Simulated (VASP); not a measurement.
Set up this calculation in VASP 6.6.1, as the native input.

```yaml
Task: single point
Functional: r2SCAN
Potentials_or_basis: VASP PAW PBE potentials, release 64 (Ca_sv, Ti_sv)
Cutoff: 550 eV
k_mesh: 10 × 10 × 10
Occupations: gaussian, width 0.1 eV
Spin: no spin polarisation
Dipole_correction: no
Further_INCAR_settings: ALGO = Normal; EDIFF = 1e-06; NBANDS = 29
```

The system is Ca3Ti.

```xyz
4
Lattice="5.1497 0.0000 0.0000 0.0000 5.1497 0.0000 0.0000 0.0000 5.1497" Properties=species:S:1:pos:R:3 pbc="T T T"
Ca    0.0000    2.5748    2.5748
Ca    2.5748    0.0000    2.5748
Ca    2.5748    2.5748    0.0000
Ti    0.0000    0.0000    0.0000
```

The input as run:

POSCAR

```
Ca3Ti
1.0
    5.1496662670      0.0000000000      0.0000000000
    0.0000000000      5.1496662670      0.0000000000
    0.0000000000      0.0000000000      5.1496662670
Ca Ti
3 1
Direct
    0.0000000000      0.5000000000      0.5000000000
    0.5000000000      0.0000000000      0.5000000000
    0.5000000000      0.5000000000      0.0000000000
    0.0000000000      0.0000000000      0.0000000000
```

INCAR.step1

```
SYSTEM = Ca3Ti
PREC = Accurate ; ENCUT = 550
ISMEAR = 0 ; SIGMA = 0.1
LREAL = .False. ; LASPH = .True.
NELM = 120 ; NBANDS = 29
GGA = PE ; ALGO = Normal
EDIFF = 1E-5 ; LWAVE = .True.
LCHARG = .False. ; GGA_COMPAT = .False.
```

INCAR.step2

```
SYSTEM = Ca3Ti
PREC = Accurate ; ENCUT = 550
EDIFF = 1E-6 ; ISMEAR = 0
SIGMA = 0.1 ; LREAL = .False.
LASPH = .True. ; NELM = 120
ALGO = Normal ; ISIF = 2
LWAVE = .False. ; LCHARG = .True.
METAGGA = R2SCAN ; LMIXTAU = .True.
LELF = .True. ; LVHAR = .True.
NBANDS = 29 ; ISTART = 1
GGA_COMPAT = .False.
```

KPOINTS

```
Automatic mesh
0
Gamma
  10 10 10
  0 0 0
```

Potentials or basis: VASP PAW PBE potentials, release 64 (Ca_sv, Ti_sv).

The run is started by

```console
$ cat potpaw_PBE.64/Ca_sv/POTCAR potpaw_PBE.64/Ti_sv/POTCAR > POTCAR
$ cp INCAR.step1 INCAR
$ mpirun -np 1 vasp_std > vasp.out
$ cp INCAR.step2 INCAR
$ mpirun -np 1 vasp_std > vasp.out
```

It gave:

* Pressure: 0.1 GPa
* Band gap on the k mesh: zero (bands 21 and 22 overlap by 0.26 eV)

Caveat: the PAW data sets were made with another functional, which shifts forces and pressure a little.

It took 6.2 min on 1 thread of Intel(R) Xeon(R) 6975P-C (Granite Rapids), on a shared host, peak memory 0.4 GiB.
